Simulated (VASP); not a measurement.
# SH2 in VASP: a series of runs, part 2 of 2

VASP 6.6.1. Earlier steps stand in the parts before.

## 3. Single point, HSE06+D3(BJ)

POSCAR

```
H2S
1.0
   12.3255669104      0.0000000000      0.0000000000
    0.0000000000     12.8255669104      0.0000000000
    0.0000000000      0.0000000000     13.3255669104
S H
1 2
Direct
    0.5294691500      0.5110600700      0.4594833100
    0.5162436300      0.4312875900      0.5244762600
    0.4663476000      0.5742980600      0.5158113300
```

INCAR.step1

```
SYSTEM = H2S
ALGO = Normal ; EDIFF = 1E-5
ENCUT = 400 ; GGA = PE
GGA_COMPAT = .False. ; ISIF = 2
ISMEAR = 0 ; LASPH = .True.
LREAL = .False. ; LWAVE = .True.
NBANDS = 11 ; NELM = 120
NELMDL = -8 ; PREC = Accurate
SIGMA = 0.005
```

INCAR.step2

```
SYSTEM = H2S
ALGO = Normal ; EDIFF = 1E-6
ENCUT = 400 ; GGA = PE
GGA_COMPAT = .False. ; HFSCREEN = 0.2079
ISIF = 2 ; ISMEAR = 0
ISTART = 1 ; IVDW = 12
LASPH = .True. ; LCHARG = .True.
LELF = .True. ; LHFCALC = .True.
LREAL = .False. ; LVHAR = .True.
LWAVE = .False. ; NBANDS = 11
NELM = 120 ; PREC = Accurate
PRECFOCK = Normal ; SIGMA = 0.005
VDW_A1 = 0.383 ; VDW_A2 = 5.685
VDW_S6 = 1.0 ; VDW_S8 = 2.31
```

KPOINTS

```
k-points
0
Gamma
  1 1 1
  0 0 0
```

Potentials or basis: VASP PAW PBE potentials, release 64 (S, H).

The run is started by

```sh
$ cat potpaw_PBE.64/S/POTCAR potpaw_PBE.64/H/POTCAR > POTCAR
$ cp INCAR.step1 INCAR
$ mpirun -np 1 vasp_gam > vasp.out
$ cp INCAR.step2 INCAR
$ mpirun -np 1 vasp_gam > vasp.out
```

OUTCAR:

```text
SYSTEM = H2S
   EDIFF = 1E-6
   ENCUT = 400
   GGA = PE
   HFSCREEN = 0.2079
   ISIF = 2
   ISMEAR = 0
   ISTART = 1
   IVDW = 12
   LASPH = .True.
   LHFCALC = .True.
   LREAL = .False.
   NELM = 120
   PREC = Accurate
   PRECFOCK = Normal
 IVDW          = 12

 ion  position               nearest neighbor table
   1  0.529  0.511  0.459-   2 1.35   3 1.35
   2  0.516  0.431  0.524-   1 1.35
   3  0.466  0.574  0.516-   1 1.35

  LATTYP: Found a simple orthorhombic cell.
 ALAT       =    12.3255669104
 B/A-ratio  =     1.0405660854
 C/A-ratio  =     1.0811321708

  Lattice vectors:

 A1 = (  12.3255669104,   0.0000000000,   0.0000000000)
 A2 = (   0.0000000000,  12.8255669104,   0.0000000000)
 A3 = (   0.0000000000,   0.0000000000,  13.3255669104)

Analysis of symmetry for initial positions (statically):
=====================================================================
 Subroutine PRICEL returns:
 Original cell was already a primitive cell.

 Routine SETGRP: Setting up the symmetry group for a
 simple orthorhombic supercell.

 Subroutine GETGRP returns: Found  1 space group operations
 (whereof  1 operations were pure point group operations)
 out of a pool of  8 trial point group operations.

The static configuration has the point symmetry C_1 .

Analysis of symmetry for dynamics (positions and initial velocities):
=====================================================================
 Subroutine PRICEL returns:
 Original cell was already a primitive cell.

 Routine SETGRP: Setting up the symmetry group for a
 simple orthorhombic supercell.

 Subroutine GETGRP returns: Found  1 space group operations
 (whereof  1 operations were pure point group operations)
 out of a pool of  8 trial point group operations.

The dynamic configuration has the point symmetry C_1 .

 Subroutine INISYM returns: Found  1 space group operations
 (whereof  1 operations are pure point group operations),
 and found     1 'primitive' translations

----------------------------------------------------------------------------------------

                                     Primitive cell

  volume of cell :    2106.5374

  direct lattice vectors                    reciprocal lattice vectors
    12.325566910  0.000000000  0.000000000     0.081132171  0.000000000  0.000000000
     0.000000000 12.825566910  0.000000000     0.000000000  0.077969263  0.000000000
     0.000000000  0.000000000 13.325566910     0.000000000  0.000000000  0.075043712

  length of vectors
    12.325566910 12.825566910 13.325566910     0.081132171  0.077969263  0.075043712

  position of ions in fractional coordinates (direct lattice)
     0.529469150  0.511060070  0.459483310
     0.516243630  0.431287590  0.524476260
     0.466347600  0.574298060  0.515811330

  ion indices of the primitive-cell ions
   primitive index   ion index
                 1           1
                 2           2
                 3           3

----------------------------------------------------------------------------------------

 KPOINTS: k-points

Automatic generation of k-mesh.
 Grid dimensions read from file:
 generate k-points for:    1    1    1

 Generating k-lattice:

  Cartesian coordinates                     Fractional coordinates (reciprocal lattice)
     0.081132171  0.000000000  0.000000000     1.000000000  0.000000000  0.000000000
     0.000000000  0.077969263  0.000000000     0.000000000  1.000000000  0.000000000
     0.000000000  0.000000000  0.075043712     0.000000000  0.000000000  1.000000000

  Length of vectors
     0.081132171  0.077969263  0.075043712

  Shift w.r.t. Gamma in fractional coordinates (k-lattice)
     0.000000000  0.000000000  0.000000000

 Subroutine IBZKPT returns following result:
 ===========================================

 Found      1 irreducible k-points:

 Following reciprocal coordinates:
            Coordinates               Weight
  0.000000  0.000000  0.000000      1.000000
   k-points           NKPTS =      1   k-points in BZ     NKDIM =      1   number of bands    NBANDS=     11
   number of dos      NEDOS =    301   number of ions     NIONS =      3
   total plane-waves  NPLWV = 604800
   dimension x,y,z NGX =    80 NGY =   84 NGZ =   90
   dimension x,y,z NGXF=   160 NGYF=  168 NGZF=  180
   ions per type =               1   2
   NGX,Y,Z   is equivalent  to a cutoff of  10.79, 10.89, 11.23 a.u.
   NGXF,Y,Z  is equivalent  to a cutoff of  21.58, 21.78, 22.46 a.u.
 SYSTEM =  H2S
   PREC   = accura    normal or accurate (medium, high low for compatibility)
   ISTART =      1    job   : 0-new  1-cont  2-samecut
   ICHARG =      0    charge: 1-file 2-atom 10-const
   ISPIN  =      1    spin polarized calculation?
   LNONCOLLINEAR =      F non collinear calculations
   LSORBIT =      F    spin-orbit coupling
   LASPH  =      T    aspherical Exc in radial PAW
   ENCUT  =  400.0 eV  29.40 Ry    5.42 a.u.  20.10 20.92 21.73*2*pi/ulx,y,z
   NELM   =    120;   NELMIN=  2; NELMDL=  0     # of ELM steps
   EDIFF  = 0.1E-05   stopping-criterion for ELM
   LREAL  =      F    real-space projection
   EDIFFG = 0.1E-04   stopping-criterion for IOM
   NSW    =      0    number of steps for IOM
   IBRION =     -1    ionic relax: 0-MD 1-quasi-New 2-CG
   NFREE  =      0    steps in history (QN), initial steepest desc. (CG)
   ISIF   =      2    stress and relaxation
   ISYM   =      3    0-nonsym 1-usesym 2-fastsym
   POTIM  = 0.5000    time-step for ionic-motion
   TEBEG  =    0.0;   TEEND  =   0.0 temperature during run
   PSTRESS=    0.0 pullay stress
   NELECT =       8.0000    total number of electrons
   NUPDOWN=      -1.0000    fix difference up-down
   EMIN   =  10.00;   EMAX   =-10.00  energy-range for DOS
   EFERMI =   0.00;   METHOD = LEGACY
   ISMEAR =     0;   SIGMA  =   0.01  broadening in eV -4-tet -1-fermi 0-gaus
   EFERMI_NEDOS =   21; number of points for ismear=-14 and -15
   IALGO  =     38    algorithm
   IMIX   =      1    mixing-type and parameters
     AMIX     =   0.40;   BMIX     =  1.00
     AMIX_MAG =   1.60;   BMIX_MAG =  1.00
  volume/ion in A,a.u.               =     702.18      4738.54
  Fermi-wavevector in a.u.,A,eV,Ry     =   0.255416  0.482667  0.887609  0.065237
  Thomas-Fermi vector in A             =   1.077651
   LORBIT       =      0    0 simple, 1 ext, 2 COOP (PROOUT), +10 PAW based schemes
   GGA     = PE    functional components
   LHFCALC =     T    Hartree Fock is set to
   PRECFOCK=normal    Normal, Fast or Accurate (Low or Medium for compatibility)
   ENCUT4O =  -1.0   cutoff for four orbital integrals eV
   NKREDX  =     1    reduce k-point grid by
   NKREDY  =     1    reduce k-point grid by
   NKREDZ  =     1    reduce k-point grid by
   AEXX    =    0.2500 exact exchange contribution
   HFSCREEN=    0.2079 screening length (either q_TF or 0.3 A-1)
   HFSCREENC=   0.2079 screening length for correlation (either q_TF or 0.3 A-1)
   ENCUTFOCK=  -1.0 apply spherical cutoff to Coloumb kernel
   IVDW    =    12    specifies the selected vdW correction
   LEPSILON=     F    determine dielectric tensor
   LRPA    =     F    only Hartree local field effects (RPA)
 non-spin polarized calculation
 Gauss-broadening in eV      SIGMA  =   0.01
  energy-cutoff  :      400.00
  volume of cell :     2106.54
 maximum number of plane-waves:     19124
  NGX = 64; NGY = 64; NGZ = 70

 number of electron       8.0000004 magnetization

 Free energy of the ion-electron system (eV)
  ---------------------------------------------------
  ext. energy  EPLUGINS =         0.00000000
  ---------------------------------------------------
  free energy    TOTEN  =       -13.46202639 eV

  energy without entropy =      -13.46202639  energy(sigma->0) =      -13.46202639

 E-fermi :  -6.9840     XC(G=0):  -0.4605

 val. band max:       -7.0521547247   @ k =   0.0000   0.0000   0.0000
 cond. band min:      -0.6208224916   @ k =   0.0000   0.0000   0.0000
 fundamental gap:      6.4313322331
 Fermi energy:        -6.9840452534

 k-point     1 :       0.0000    0.0000    0.0000
  band No.  band energies     occupation
      1     -20.2772      2.00000
      2     -11.8605      2.00000
      3      -9.9519      2.00000
      4      -7.0522      2.00000
      5      -0.6208      0.00000
      6      -0.0178      0.00000
      7       0.2737      0.00000
      8       0.5769      0.00000
      9       0.5869      0.00000
     10       0.7087      0.00000
     11       0.7258      0.00000

------------------------ aborting loop because EDIFF is reached ----------------------------------------

 Edisp (eV)   -0.01246

 E8    (eV) :    -0.0060

  FORCE on cell =-STRESS in cart. coord.  units (eV):
  Direction    XX          YY          ZZ          XY          YZ          ZX
  --------------------------------------------------------------------------------------
  -------------------------------------------------------------------------------------
  Total      -0.27672    -0.48652    -0.45212     0.10677     0.05199     0.19405
  in kB      -0.21047    -0.37004    -0.34387     0.08120     0.03955     0.14759
  external pressure =       -0.31 kB  Pullay stress =        0.00 kB

 VOLUME and BASIS-vectors are now :
 -----------------------------------------------------------------------------
  energy-cutoff  :      400.00
  volume of cell :     2106.54
      direct lattice vectors                 reciprocal lattice vectors
    12.325566910  0.000000000  0.000000000     0.081132171  0.000000000  0.000000000
     0.000000000 12.825566910  0.000000000     0.000000000  0.077969263  0.000000000
     0.000000000  0.000000000 13.325566910     0.000000000  0.000000000  0.075043712

 POSITION                                       TOTAL-FORCE (eV/Angst)
 -----------------------------------------------------------------------------------
      6.52601      6.55464      6.12288        -0.253386     -0.036190      0.423903
      6.36300      5.53151      6.98894         0.052441      0.224668     -0.216431
      5.74800      7.36570      6.87348         0.200945     -0.188478     -0.207472
 -----------------------------------------------------------------------------------
    total drift:                                0.000345      0.000423     -0.000595

  FREE ENERGIE OF THE ION-ELECTRON SYSTEM (eV)
  ---------------------------------------------------
  free  energy   TOTEN  =       -13.4744878990 eV

  energy  without entropy=      -13.4744878990  energy(sigma->0) =      -13.47448790
```

It took 3.1 min on 1 thread of AMD EPYC 7R43 (Zen 3), shared host; peak memory 1.1 GiB.

Results:

| Item | Value |
| --- | --- |
| Free energy | -13.4745 eV |
| Largest force | 0.495 eV/Å |
| Gap between the frontier levels | 6.43 eV |
| Dispersion energy per atom | -0.004 eV |

Forces in eV/Å, atoms in the order of the input:
```
S   -0.253 -0.036  0.424
H    0.052  0.225 -0.216
H    0.201 -0.188 -0.207
```

Levels at points of the mesh, in eV from the valence-band top:
| k point | band 1 | band 2 | band 3 | band 4 | band 5 | band 6 | band 7 | band 8 |
| --- | --- | --- | --- | --- | --- | --- | --- | --- |
| (0.00, 0.00, 0.00) | -13.23 | -4.81 | -2.90 | 0.00 | 6.43 | 7.03 | 7.33 | 7.63 |

Caveat: the PAW data sets were made with another functional, which shifts forces and pressure a little.

## 4. Relaxation of the atoms, PBE+D3(BJ)

INCAR

```
SYSTEM = H2S
PREC = Accurate ; ENCUT = 450
EDIFF = 1E-7 ; ISMEAR = 0
SIGMA = 0.005 ; LREAL = .FALSE.
LASPH = .TRUE. ; NELM = 120
ALGO = Normal ; ISIF = 2
LWAVE = .FALSE. ; LCHARG = .FALSE.
GGA = PE ; IVDW = 12
IBRION = 2 ; NSW = 100
EDIFFG = -0.03 ; GGA_COMPAT = .FALSE.
NELMIN = 4 ; NELMDL = -8
```

KPOINTS

```
Automatic mesh
0
G
  1 1 1
  0 0 0
```

POSCAR

```
H2S
1.0
   12.3255669104      0.0000000000      0.0000000000
    0.0000000000     12.8255669104      0.0000000000
    0.0000000000      0.0000000000     13.3255669104
S H
1 2
Direct
    0.5283363200      0.5092175000      0.4621936500
    0.5162924300      0.4349062600      0.5223347200
    0.4674316300      0.5725219600      0.5152425400
```

The run is started by

```sh
$ cat potpaw_PBE.64/S/POTCAR potpaw_PBE.64/H/POTCAR > POTCAR
$ mpirun -np 1 vasp_gam > vasp.out
```

Wall time 9.6 min (1 thread of AMD EPYC 7R43 (Zen 3), shared host); peak memory 1.4 GiB.

Results (log left out):

```
Free energy                     : -11.2310 eV
Energy gained by relaxing       : 50.3 meV/atom
Ionic steps                     : 10
Largest force after relaxing    : 0.022 eV/Å
Gap between the frontier levels : 5.37 eV
Dispersion energy per atom      : -0.007 eV
```

Forces in eV/Å, atoms in the order of the input:
```
S    0.004 -0.020  0.007
H    0.004  0.010 -0.012
H   -0.008  0.010  0.005
```

Step by step:
```csv
step,energy change (eV),largest force (eV/Å),pressure (GPa)
1,0.0000,3.1998,0.12
2,0.2596,3.6437,-0.17
3,-0.1493,0.1717,0.00
4,-0.1494,0.1854,0.00
5,-0.1493,0.1991,0.00
6,-0.1498,0.1792,-0.01
7,-0.1501,0.0966,0.00
8,-0.1505,0.0653,-0.01
9,-0.1506,0.0983,-0.01
10,-0.1509,0.0218,-0.01
```

Final structure:
```
CELL_PARAMETERS angstrom
12.32557 0.00000 0.00000
0.00000 12.82557 0.00000
0.00000 0.00000 13.32557
ATOMIC_POSITIONS crystal
S 0.52944 0.51111 0.45951
H 0.51619 0.43140 0.52449
H 0.46643 0.57413 0.51577
```

Levels at points of the mesh, in eV from the valence-band top:
| k point | band 1 | band 2 | band 3 | band 4 | band 5 | band 6 | band 7 | band 8 |
| --- | --- | --- | --- | --- | --- | --- | --- | --- |
| (0.00, 0.00, 0.00) | -12.22 | -4.63 | -2.82 | 0.00 | 5.37 | 5.63 | 6.47 | 6.77 |

## 5. Overview

| task | level | cell | cutoff (eV) | grid for exact exchange (PRECFOCK) | share of exact exchange | screening parameter | gap on the mesh (eV) | largest force (eV/Å) |
| --- | --- | --- | --- | --- | --- | --- | --- | --- |
| single point | r2SCAN | as given, atomic positions A | 440 | - | - | - | 6.21 | 0.42 |
| single point | HSE06+D3(BJ) | as given, atomic positions A | 400 | Normal | 0.25 | 0.2079 1/Å | 6.43 | 0.50 |
| relaxation of the atoms | PBE+D3(BJ) | atoms relaxed, atomic positions B | 450 | - | - | - | 5.37 | 0.02 |

Alike in all rows: potentials or basis VASP PAW PBE potentials, release 64 (S, H); no spin polarisation; k mesh 1 × 1 × 1; smearing gaussian 0.005 eV.

Caveats: the PAW data sets were made with another functional, which shifts forces and pressure a little (at least some runs).

Absolute energies hang on the potentials; compare differences alone.
